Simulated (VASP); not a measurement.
Set up this calculation in VASP 6.6.1, as the native input.

- Task: single point
- Functional: r2SCAN
- Potentials or basis: VASP PAW PBE potentials, release 64 (O_h, H_h, Cl)
- Cutoff: 910 eV
- k mesh: 1 × 1 × 1
- Occupations: fermi-dirac, width 0.02 eV
- Spin: no spin polarisation
- Dipole correction: no
- Further INCAR settings: LREAL = Auto; ALGO = Normal; EDIFF = 1e-06; NBANDS = 66

The system is H21ClO10.

```
CELL_PARAMETERS angstrom
7.05400 0.00000 0.00000
0.00000 7.05400 0.00000
0.00000 0.00000 7.05400
ATOMIC_POSITIONS crystal
O 0.35587 0.31955 0.26503
O 0.69093 0.76476 0.06372
O 0.47081 0.79053 0.67936
O 0.36229 0.96009 0.00308
O 0.37002 0.44457 0.87230
O 0.92776 0.55790 0.62934
O 0.71359 0.26480 0.88598
O 0.95478 0.47501 0.22837
O 0.24373 0.91927 0.37051
O 0.03151 0.03116 0.81073
H 0.35965 0.26124 0.14022
H 0.34270 0.21280 0.34492
H 0.68575 0.88473 0.99294
H 0.81769 0.72535 0.02274
H 0.37618 0.82257 0.57798
H 0.58085 0.86109 0.64758
H 0.23840 0.00733 0.96354
H 0.41520 0.91265 0.88530
H 0.40608 0.56824 0.82291
H 0.24807 0.42241 0.80259
H 0.89987 0.52430 0.49824
H 0.83631 0.47243 0.69359
H 0.76609 0.35319 0.97365
H 0.57725 0.28890 0.89648
H 0.88510 0.38513 0.31042
H 0.08314 0.43639 0.23948
H 0.10612 0.89630 0.38758
H 0.28130 0.88876 0.23752
H 0.01155 0.91843 0.73699
H 0.91303 0.10597 0.80275
H 0.74828 0.85536 0.27291
Cl 0.77722 0.98490 0.42027
```

The input as run:

POSCAR

```
H21ClO10
1.0
    7.0540040000      0.0000000000      0.0000000000
    0.0000000000      7.0540040000      0.0000000000
    0.0000000000      0.0000000000      7.0540040000
O H Cl
10 21 1
Direct
    0.3558688087      0.3195490107      0.2650267848
    0.6909267417      0.7647571507      0.0637226744
    0.4708106205      0.7905297474      0.6793588436
    0.3622906933     -0.0399064134      1.0030757000
    0.3700168018      0.4445702044      0.8722989100
    0.9277567747      0.5578959127      0.6293446956
    0.7135947187      0.2647999633      0.8859790837
    0.9547768898      0.4750068188      0.2283667545
    0.2437339134      0.9192651436      0.3705129739
    1.0315134497      1.0311590410      0.8107310401
    0.3596538930      0.2612417005      0.1402182363
    0.3426989834      0.2128011268      0.3449246697
    0.6857523755      0.8847315652     -0.0070598202
    0.8176916259      0.7253469094      0.0227388587
    0.3761835122      0.8225682889      0.5779837947
    0.5808474166      0.8610854204      0.6475754763
    0.2384036074      0.0073291708      0.9635378715
    0.4151968159     -0.0873546428      0.8852986191
    0.4060814255      0.5682446452      0.8229085212
    0.2480718752      0.4224125759      0.8025938176
    0.8998719025      0.5242979732      0.4982418496
    0.8363051680      0.4724267239      0.6935918948
    0.7660897272      0.3531894793      0.9736456061
    0.5772466248      0.2888997511      0.8964837559
    0.8851001502      0.3851287864      0.3104194440
    1.0831437011      0.4363904529      0.2394810097
    0.1061241247      0.8962994634      0.3875812943
    0.2813012298      0.8887576474      0.2375246739
    1.0115531548      0.9184287392      0.7369856893
    0.9130275514      1.1059676178      0.8027497574
    0.7482842369      0.8553581767      0.2729088331
    0.7772181587      0.9849016247      0.4202719477
```

INCAR.step1

```
PREC     = Accurate       # precision mode
ENCUT    = 910            # plane-wave cutoff, eV
ISMEAR   = -1             # smearing method
SIGMA    = 0.02           # smearing width, eV
LREAL    = Auto         
LASPH    = T              # aspherical terms in the spheres
NELM     = 120            # most SCF steps
NBANDS   = 66             # bands
GGA      = PE             # functional
ALGO     = Normal         # electronic algorithm
EDIFF    = 1E-5           # SCF threshold, eV
LWAVE    = T              # write WAVECAR
LCHARG   = F              # write CHGCAR
GGA_COMPAT= F
```

INCAR.step2

```
PREC     = Accurate       # precision mode
ENCUT    = 910            # plane-wave cutoff, eV
EDIFF    = 1E-6           # SCF threshold, eV
ISMEAR   = -1             # smearing method
SIGMA    = 0.02           # smearing width, eV
LREAL    = Auto         
LASPH    = T              # aspherical terms in the spheres
NELM     = 120            # most SCF steps
ALGO     = Normal         # electronic algorithm
ISIF     = 2              # what is computed and relaxed
LWAVE    = F              # write WAVECAR
LCHARG   = T              # write CHGCAR
METAGGA  = R2SCAN         # meta-GGA
LMIXTAU  = T            
LELF     = T              # ELF
LVHAR    = T            
NBANDS   = 66             # bands
ISTART   = 1            
GGA_COMPAT= F
```

KPOINTS

```
Automatic mesh
0
Gamma
  1 1 1
```

Potentials or basis: VASP PAW PBE potentials, release 64 (O_h, H_h, Cl).

Run with:

```bash
$ cat potpaw_PBE.64/O_h/POTCAR potpaw_PBE.64/H_h/POTCAR potpaw_PBE.64/Cl/POTCAR > POTCAR
$ cp INCAR.step1 INCAR
$ mpirun -np 1 vasp_gam > vasp.out
$ cp INCAR.step2 INCAR
$ mpirun -np 1 vasp_gam > vasp.out
```

It gave:

* Pressure: -1.4 GPa
* Largest force: 2.098 eV/Å
* Band gap on the k mesh: 5.11 eV

Caveat: the k points lie up to 0.89 Å⁻¹ apart; the cutoff is under 1.25 times the usual one of these potentials, so pressure, stress and relaxed cells hold a basis-set (Pulay) error; the atoms stand as in a frame of molecular dynamics; the PAW data sets were made with another functional, which shifts forces and pressure a little.

Run time: 3.5 min on 1 thread of Intel(R) Xeon(R) 6975P-C (Granite Rapids), on a shared host, peak memory 0.78 GiB.
